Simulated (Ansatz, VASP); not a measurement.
**Two plane-wave programs on PbSe**

INCAR

```
SYSTEM = PbSe
PREC = Accurate
ENCUT = 520
EDIFF = 1E-7
ISMEAR = -1
SIGMA = 0.02
LREAL = .False.
LASPH = .True.
NELM = 80
ALGO = Normal
ISIF = 2
LWAVE = .False.
LCHARG = .True.
GGA = PE
LELF = .True.
LVHAR = .True.
NBANDS = 28
```

Contents of KPOINTS:

```
regular mesh
0
Gamma
  6 8 4
  0 0 0
```

The input POSCAR:

```
PbSe
1.0
    4.3118469501      0.0361350205      0.5182722355
    0.0262134242      4.3112897383     -0.5201241701
   -0.7601738547     -3.5813327021      6.5746399759
Pb Se
2 2
Direct
    0.7418367077      1.0104324458      0.7498052709
    0.2418471651      0.0105315389      0.2498952974
    0.2430843889      0.5075195369      0.7491070125
    0.7430767383      0.5076244784      0.2492144192
```

Input for Ansatz:

```yaml
crystal:
  lattice:
    - [4.3118469501, 0.0361350205, 0.5182722355]
    - [0.0262134242, 4.3112897383, -0.5201241701]
    - [-0.7601738547, -3.5813327021, 6.5746399759]
  atoms:
    - { symbol: Pb, position: [0.7418367077, 1.0104324458, 0.7498052709] }
    - { symbol: Pb, position: [0.2418471651, 0.0105315389, 0.2498952974] }
    - { symbol: Se, position: [0.2430843889, 0.5075195369, 0.7491070125] }
    - { symbol: Se, position: [0.7430767383, 0.5076244784, 0.2492144192] }
kpoints:
  mp_grid: { grid: [6, 8, 4] }
  band_path:
    path:
      - [0.0, 0.0, 0.0]
      - [0.0, 0.0, 0.5]
      - [0.5, 0.0, 0.0]
      - [0.0, 0.5, -0.5]
      - [-0.5, 0.5, -1.0]
      - [-0.5, 0.5, -0.5]
      - [0.0, 0.5, -1.0]
      - [-0.5, 0.0, 0.5]
    npoints: 1
hamiltonian:
  xc: pbe
scf:
  occupations: { method: fermi_dirac, width: 0.02 }
  n_extra_bands: 5
output:
  forces: true
  stress: true
  eigenvalues: true
  write_density: true
  write_potential: true
  elf: true
  volumetric_format: npy
```

Alike in both runs: task single point; functional PBE; k mesh 6 × 8 × 4; occupations fermi-dirac, width 0.02 eV; no spin polarisation.

```csv
,VASP,Ansatz
version,VASP 6.6.1,Ansatz 0.2.0
potentials or method,"VASP PAW PBE potentials, release 64 (Pb_d, Se)","plane waves, PAW"
plane-wave cutoff (eV),520,420
valence electrons in the cell,40,60
```

```csv
,VASP,Ansatz,Ansatz less VASP
pressure (GPa),1.9,1.9,+0.02
```

The functional is the same, so the differences come from potentials, cutoffs and numerics. VASP's potentials hold 40 valence electrons a cell and Ansatz's 60, so a difference there can come from the potentials and not from the codes.

Spin-orbit coupling is off throughout.
